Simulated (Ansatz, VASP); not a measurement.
**One calculation of CdF2, two programs**

File INCAR:

```
PREC = Accurate
ENCUT = 520
EDIFF = 1E-6
ISMEAR = 0
SIGMA = 0.05
LREAL = False
LASPH = True
NELM = 100
ALGO = Normal
ISIF = 2
LWAVE = False
LCHARG = True
GGA = PS
LELF = True
LVHAR = True
NBANDS = 20
```

Contents of KPOINTS:

```
Automatic mesh
0
Gamma
  8 8 8
```

File POSCAR:

```
CdF2
1.0
    0.0000000000      2.5063851894      2.6088963436
    2.5063851894      0.0000000000      2.6088963436
    2.5063851894      2.5063851894      0.0000000000
Cd F
1 2
Direct
    0.0000000000      0.0000000000      0.0000000000
    0.2500000000      0.2500000000      0.2500000000
    0.7500000000      0.7500000000      0.7500000000
```

Input for Ansatz:

```yaml
crystal:
  lattice:
    - [0.0, 2.5063851894, 2.6088963436]
    - [2.5063851894, 0.0, 2.6088963436]
    - [2.5063851894, 2.5063851894, 0.0]
  atoms:
    - { symbol: Cd, position: [0.0, 0.0, 0.0] }
    - { symbol: F, position: [0.25, 0.25, 0.25] }
    - { symbol: F, position: [0.75, 0.75, 0.75] }
basis:
  ecutwfc: 520.0
kpoints:
  mp_grid: { grid: [8, 8, 8] }
hamiltonian:
  xc: pbesol
scf:
  occupations: { method: gaussian, width: 0.05 }
output:
  forces: true
  stress: true
  eigenvalues: true
```

Alike in both runs: task single point; functional PBEsol; k mesh 8 × 8 × 8; occupations gaussian, width 0.05 eV; no spin polarisation.

```csv
,VASP,Ansatz
version,VASP 6.6.1,Ansatz 0.2.0
potentials or method,"VASP PAW PBE potentials, release 64 (Cd, F), cutoff 520 eV","scalar-relativistic, plane waves, PAW"
valence electrons in the cell,26,34
```

VASP gave:

| Item | Value |
| --- | --- |
| gap on the k mesh at the Fermi level (eV) | 3.48 |
| least direct gap on the mesh (eV) | 3.62 |

Question: What did Ansatz give for the same quantities?

Answer: gap on the k mesh at the Fermi level (eV): 3.52; least direct gap on the mesh (eV): 3.67.

VASP's potentials were made for PBE, not for PBEsol. VASP's potentials hold 26 valence electrons a cell and Ansatz's 34, so a difference there can come from the potentials and not from the codes.
